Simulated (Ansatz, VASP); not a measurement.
**MgO in VASP and in Ansatz**

```
CELL_PARAMETERS angstrom
2.38399 0.00000 0.00000
0.00000 2.38399 0.00000
0.00000 0.00000 2.38399
ATOMIC_POSITIONS crystal
Mg 0.00000 0.00000 0.00000
O 0.50000 0.50000 0.50000
```

Change from the starting cell: volume scaled by 0.72, LAPW.

Alike in both runs: task single point; functional PBE; k mesh 15 × 15 × 15; occupations fermi-dirac, width 0.08 eV; no spin polarisation.

```csv
,VASP,Ansatz
version,VASP 6.6.1,Ansatz 0.2.0
potentials or method,"VASP PAW PBE potentials, release 64 (Mg, O), cutoff 520 eV","all-electron LAPW, scalar-relativistic"
```

```csv
,VASP,Ansatz,Ansatz less VASP
gap on the k mesh at the Fermi level (eV),5.97,5.97,-0.001
pressure (GPa),88.7,89.3,+0.52
```

Both programs put the cell under a high pressure, so it lies far from rest at this level. Ansatz ran all-electron here, and VASP with PAW potentials.

Noted on VASP's run: the cell as given lies far from equilibrium.
